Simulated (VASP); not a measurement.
# Pt (Fm-3m) in VASP: single point with PBEsol

Aim: the single point of Pt with PBEsol.

Program: VASP 6.6.1. These are calculated values, not measurements. Logs are shortened: lines on timing, memory, paths and dates and some standing lists are left out, and cuts for length are marked.

## Step 1: The cell of the first run

It takes space group Fm-3m (No. 225, cubic). Conventional cell: a = 3.915 Å, b = 3.915 Å, c = 3.915 Å, α = 90.00°, β = 90.00°, γ = 90.00°. Within 3.6 Å of Pt (site symmetry m-3m) lie 12 Pt at 2.77 Å.

## Step 2: Single point, PBEsol

The input, INCAR:

```
  PREC = Accurate
  ENCUT = 500
  EDIFF = 1E-6
  ISMEAR = 0
  SIGMA = 0.05
  LREAL = F
  LASPH = T
  NELM = 120
  ALGO = Normal
  ISIF = 2
  LWAVE = F
  LCHARG = T
  GGA = PS
  LELF = T
  LVHAR = T
  NBANDS = 11
  GGA_COMPAT = F
```

The input, KPOINTS:

```
Automatic mesh
0
Gamma
  14 14 14
```

The input, POSCAR:

```
Pt
1.0
    0.0000000000      1.9573345378      1.9573345378
    1.9573345378      0.0000000000      1.9573345378
    1.9573345378      1.9573345378      0.0000000000
Pt
1
Direct
    0.0000000000      0.0000000000      0.0000000000
```

Potentials or basis: VASP PAW PBE potentials, release 64 (Pt).

Run with:

```bash
$ cat potpaw_PBE.64/Pt/POTCAR > POTCAR
$ mpirun -np 1 vasp_std > vasp.out
```

OUTCAR:

```text
PREC = Accurate
   ENCUT = 500
   EDIFF = 1E-6
   ISMEAR = 0
   LREAL = F
   LASPH = T
   NELM = 120
   ISIF = 2
   GGA = PS

 ion  position               nearest neighbor table
   1  0.000  0.000  0.000-

  LATTYP: Found a face centered cubic cell.
 ALAT       =     3.9146690756

  Lattice vectors:

 A1 = (   0.0000000000,   1.9573345378,   1.9573345378)
 A2 = (   1.9573345378,   0.0000000000,   1.9573345378)
 A3 = (   1.9573345378,   1.9573345378,   0.0000000000)

Analysis of symmetry for initial positions (statically):
=====================================================================
 Subroutine PRICEL returns:
 Original cell was already a primitive cell.

 Routine SETGRP: Setting up the symmetry group for a
 face centered cubic supercell.

 Subroutine GETGRP returns: Found 48 space group operations
 (whereof 48 operations were pure point group operations)
 out of a pool of 48 trial point group operations.

The static configuration has the point symmetry O_h .

Analysis of symmetry for dynamics (positions and initial velocities):
=====================================================================
 Subroutine PRICEL returns:
 Original cell was already a primitive cell.

 Routine SETGRP: Setting up the symmetry group for a
 face centered cubic supercell.

 Subroutine GETGRP returns: Found 48 space group operations
 (whereof 48 operations were pure point group operations)
 out of a pool of 48 trial point group operations.

The dynamic configuration has the point symmetry O_h .

 Subroutine INISYM returns: Found 48 space group operations
 (whereof 48 operations are pure point group operations),
 and found     1 'primitive' translations

----------------------------------------------------------------------------------------

                                     Primitive cell

  volume of cell :      14.9977

  direct lattice vectors                    reciprocal lattice vectors
     0.000000000  1.957334538  1.957334538    -0.255449434  0.255449434  0.255449434
     1.957334538  0.000000000  1.957334538     0.255449434 -0.255449434  0.255449434
     1.957334538  1.957334538  0.000000000     0.255449434  0.255449434 -0.255449434

  length of vectors
     2.768089049  2.768089049  2.768089049     0.442451399  0.442451399  0.442451399

  position of ions in fractional coordinates (direct lattice)
     0.000000000  0.000000000  0.000000000

  ion indices of the primitive-cell ions
   primitive index   ion index
[... 73 lines left out ...]
   EDIFF  = 0.1E-05   stopping-criterion for ELM
   LREAL  =      F    real-space projection
   EDIFFG = 0.1E-04   stopping-criterion for IOM
   NSW    =      0    number of steps for IOM
   IBRION =     -1    ionic relax: 0-MD 1-quasi-New 2-CG
   NFREE  =      0    steps in history (QN), initial steepest desc. (CG)
   ISIF   =      2    stress and relaxation
   ISYM   =      2    0-nonsym 1-usesym 2-fastsym
   POTIM  = 0.5000    time-step for ionic-motion
   TEBEG  =    0.0;   TEEND  =   0.0 temperature during run
   PSTRESS=    0.0 pullay stress
   NELECT =      10.0000    total number of electrons
   NUPDOWN=      -1.0000    fix difference up-down
   EMIN   =  10.00;   EMAX   =-10.00  energy-range for DOS
   EFERMI =   0.00;   METHOD = LEGACY
   ISMEAR =     0;   SIGMA  =   0.05  broadening in eV -4-tet -1-fermi 0-gaus
   EFERMI_NEDOS =   21; number of points for ismear=-14 and -15
   IALGO  =     38    algorithm
   IMIX   =      4    mixing-type and parameters
     AMIX     =   0.40;   BMIX     =  1.00
     AMIX_MAG =   1.60;   BMIX_MAG =  1.00
  volume/ion in A,a.u.               =      15.00       101.21
  Fermi-wavevector in a.u.,A,eV,Ry     =   1.430210  2.702705 27.830721  2.045500
  Thomas-Fermi vector in A             =   2.550080
   LORBIT       =      0    0 simple, 1 ext, 2 COOP (PROOUT), +10 PAW based schemes
   GGA     = PS    functional components
   LHFCALC =     F    Hartree Fock is set to
   AEXX    =    0.0000 exact exchange contribution
   IVDW    =     0    specifies the selected vdW correction
   LEPSILON=     F    determine dielectric tensor
   LRPA    =     F    only Hartree local field effects (RPA)
 non-spin polarized calculation
 Gauss-broadening in eV      SIGMA  =   0.05
  energy-cutoff  :      500.00
  volume of cell :       15.00
 maximum number of plane-waves:       392
   NGX =  9   NGY =  9   NGZ =  9

 number of electron      10.0000001 magnetization

 Free energy of the ion-electron system (eV)
  ---------------------------------------------------
  ext. energy  EPLUGINS =         0.00000000
  ---------------------------------------------------
  free energy    TOTEN  =        -6.97221797 eV

  energy without entropy =       -6.97009943  energy(sigma->0) =       -6.97115870

 E-fermi :  11.1842     XC(G=0): -13.6608

 val. band max:       11.1774474752   @ k =   0.5000   0.3571   0.0714
 cond. band min:      11.2086078375   @ k =   0.4286   0.1429   0.0000
 fundamental gap:      0.0311603623
 Fermi energy:        11.1841521139

 k-point     1 :       0.0000    0.0000    0.0000
  band No.  band energies     occupation
      1       0.8444      2.00000
      2       7.3627      2.00000
      3       7.3627      2.00000
      4       7.3627      2.00000
      5       9.5639      2.00000
      6       9.5639      2.00000
      7      25.8101      0.00000
      8      30.8023      0.00000
      9      30.8023      0.00000
     10      30.8023      0.00000
     11      36.1213      0.00000
[... 309 lines left out ...]
 k-point    24 :       0.2857    0.1429    0.0000
  band No.  band energies     occupation
      1       3.3961      2.00000
      2       6.2778      2.00000
      3       7.7157      2.00000
      4       8.3011      2.00000
      5       9.4385      2.00000
      6      10.3394      2.00000
      7      25.4319      0.00000
      8      28.5361      0.00000
      9      30.1248      0.00000
     10      31.4766      0.00000
     11      35.5089      0.00000

 [... further k-points ...]
[... 5 lines left out ...]
  --------------------------------------------------------------------------------------
  -------------------------------------------------------------------------------------
  Total        0.0143380      0.0143380      0.0143380     -0.0000000     -0.0000000      0.0000000
  in kB        1.5316980      1.5316980      1.5316980     -0.0000000     -0.0000000      0.0000000
  external PRESSURE =       1.5316980 kB  Pullay stress =       0.0000000 kB

 VOLUME and BASIS-vectors are now :
 -----------------------------------------------------------------------------
  energy-cutoff  :      500.00
  volume of cell :       15.00
      direct lattice vectors                 reciprocal lattice vectors
     0.000000000  1.957334538  1.957334538    -0.255449434  0.255449434  0.255449434
     1.957334538  0.000000000  1.957334538     0.255449434 -0.255449434  0.255449434
     1.957334538  1.957334538  0.000000000     0.255449434  0.255449434 -0.255449434

 POSITION                                       TOTAL-FORCE (eV/Angst)
 -----------------------------------------------------------------------------------
      0.00000      0.00000      0.00000         0.000000      0.000000      0.000000
 -----------------------------------------------------------------------------------
    total drift:                                0.000000     -0.000000     -0.000000

  FREE ENERGIE OF THE ION-ELECTRON SYSTEM (eV)
  ---------------------------------------------------
  free  energy   TOTEN  =        -6.9722179674 eV

  energy  without entropy=       -6.9700994291  energy(sigma->0) =       -6.97115870
```

stdout:

```text
POSCAR found type information on POSCAR Pt
 POSCAR found :  1 types and       1 ions
 scaLAPACK will be used
 -----------------------------------------------------------------------------
|                                                                             |
|                                                                             |
|     You enforced a specific xc type in the INCAR file but a different       |
|     I HOPE YOU KNOW WHAT YOU ARE DOING!                                     |
|                                                                             |
 -----------------------------------------------------------------------------

 LDA part: xc-table for (Slater+PW92), standard interpolation
 POSCAR, INCAR and KPOINTS ok, starting setup
 FFT: planning ... GRIDC
 FFT: planning ... GRID_SOFT
 FFT: planning ... GRID
 WAVECAR not read
 entering main loop
```

Run time: 25 s. Hardware: 1 thread of Intel Xeon 8259CL, shared host; peak memory 0.13 GiB.

Results:

```yaml
Free_energy: -6.9722 eV
Pressure: 0.2 GPa
Band_gap_on_the_k_mesh: zero (band 5 reaches 11.70 eV, above the bottom of band 6 at 9.45 eV)
```

Caveat: the PAW data sets were made with another functional, which shifts forces and pressure a little; spin-orbit coupling is left out, which moves the levels of the heavy elements.
